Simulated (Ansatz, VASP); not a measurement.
## CdTe: VASP beside Ansatz

INCAR

```
SYSTEM = CdTe
PREC = Accurate
ENCUT = 520
EDIFF = 1E-8
ISMEAR = -1
SIGMA = 0.05
LREAL = .FALSE.
LASPH = .TRUE.
NELM = 100
ALGO = Normal
ISIF = 2
LWAVE = .FALSE.
LCHARG = .FALSE.
GGA = PS
LEFG = .TRUE.
NBANDS = 26
```

File KPOINTS:

```
regular mesh
0
G
  9 9 6
  0 0 0
```

Contents of POSCAR:

```
CdTe
1.0
    3.0652910000     -3.0946090000      0.0000000000
    3.0652910000      3.0946090000      0.0000000000
    0.0000000000      0.0000000000      6.0297454800
Cd Te
2 2
Direct
    0.2770300000      0.7229700000      0.7500000000
    0.7229700000      0.2770300000      0.2500000000
    0.7661370000      0.2338630000      0.7500000000
    0.2338630000      0.7661370000      0.2500000000
```

Input for Ansatz:

```yaml
crystal:
  lattice:
    - [3.065291, -3.094609, 0.0]
    - [3.065291, 3.094609, 0.0]
    - [0.0, 0.0, 6.02974548]
  atoms:
    - { symbol: Cd, position: [0.27703, 0.72297, 0.75] }
    - { symbol: Cd, position: [0.72297, 0.27703, 0.25] }
    - { symbol: Te, position: [0.766137, 0.233863, 0.75] }
    - { symbol: Te, position: [0.233863, 0.766137, 0.25] }
kpoints:
  mp_grid: { grid: [9, 9, 6] }
scf:
  occupations: { method: fermi_dirac, width: 0.05 }
hamiltonian:
  xc: pbesol
  pseudopotentials: { kind: all_electron, datasets: crystal }
output:
  forces: true
  stress: true
  eigenvalues: true
  efg: { contact_densities: true }
```

Change from the starting cell: zz strain of -1 %, crystal datasets.

Alike in both runs: task electric field gradients; functional PBEsol; k mesh 9 × 9 × 6; occupations fermi-dirac, width 0.05 eV; no spin polarisation.

|  | VASP | Ansatz |
| --- | --- | --- |
| version | VASP 6.6.1 | Ansatz 0.2.0 |
| potentials or method | VASP PAW PBE potentials, release 64 (Cd, Te), cutoff 520 eV | all-electron PAW with datasets made for the crystal, scalar-relativistic |

|  | VASP | Ansatz | Ansatz less VASP |
| --- | --- | --- | --- |
| pressure (GPa) | -2.6 | -2.8 | -0.18 |
| traceless stress, the component that is largest in VASP (GPa) | 0.57 | 0.55 | -0.019 |
| rms of the force components (eV/Å) | 0.021 | 0.023 | +0.0015 |
| size of Vzz on the site where it differs most (V/Å²) | 16.3 | 17.7 | +1.37 |

VASP's potentials were made for PBE, not for PBEsol. Atom by atom the forces differ by 0.003 eV/Å (rms over components). Ansatz ran all-electron here, and VASP with PAW potentials.

Neither program's run includes spin-orbit coupling.
